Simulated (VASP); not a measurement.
Write the native input for VASP 6.6.1 that does the following.

| Item | Value |
| --- | --- |
| Task | relaxation of cell and atoms |
| Functional | PBE |
| Potentials or basis | VASP PAW PBE potentials, release 64 (Nd_3, H), 4f in core |
| Cutoff | 500 eV |
| k mesh | 12 × 12 × 12 |
| Occupations | gaussian, width 0.1 eV |
| Spin | no spin polarisation |
| Dipole correction | no |
| Further INCAR settings | ALGO = Normal; EDIFF = 1e-07; IBRION = 2; EDIFFG = -0.001; NSW = 80; ISIF = 3 |

The structure of Nd2H3 lies in POSCAR:

```
Nd2H3
1.0
    1.9253551343      1.1116043051      6.3559316684
   -1.9253551343      1.1116043051      6.3559316684
    0.0000000000     -2.2232086101      6.3559316684
Nd H
2 3
Direct
    0.2224606420      0.2224606420      0.2224606420
    0.7207000880      0.7207000880      0.7207000880
    0.3456489142      0.3456489142      0.3456489142
    0.5983464984      0.5983464984      0.5983464984
    0.0966940613      0.0966940613      0.0966940613
```

The input as run:

INCAR

```
  PREC = Accurate
  ENCUT = 500
  EDIFF = 1E-7
  ISMEAR = 0
  SIGMA = 0.1
  LREAL = F
  LASPH = T
  NELM = 200
  ALGO = Normal
  ISIF = 3
  LWAVE = F
  LCHARG = F
  GGA = PE
  IBRION = 2
  NSW = 80
  EDIFFG = -0.001
  GGA_COMPAT = F
  NELMIN = 4
  LMAXMIX = 6
```

KPOINTS

```
regular mesh
0
Gamma
  12 12 12
```

Potentials or basis: VASP PAW PBE potentials, release 64 (Nd_3, H), 4f in core.

The run is started by

```console
$ cat potpaw_PBE.64/Nd_3/POTCAR potpaw_PBE.64/H/POTCAR > POTCAR
$ mpirun -np 1 vasp_std > vasp.out
```

Results of the run:

```json
{
 "Relaxed volume": "16.36 Å³/atom",
 "Relaxed cell": "a = 6.738 Å, b = 6.738 Å, c = 6.738 Å, α = 33.23°, β = 33.23°, γ = 33.23°",
 "Space group after relaxing (to 0.1 Å)": "R3m (No. 160)",
 "Energy gained by relaxing": "0.0 meV/atom",
 "Ionic steps": "7",
 "Pressure after relaxing": "0.0 GPa",
 "Band gap on the k mesh": "zero (an odd number of electrons rules out a gap without spin polarisation)"
}
```

Caveat: spin-orbit coupling is left out, which moves the levels of the heavy elements; the 4f electrons are frozen in the core, so they carry no moment and show no levels.

Wall time 24 min on 1 thread of Intel(R) Xeon(R) Platinum 8488C (Sapphire Rapids), with other jobs on the host, peak memory 0.5 GiB.
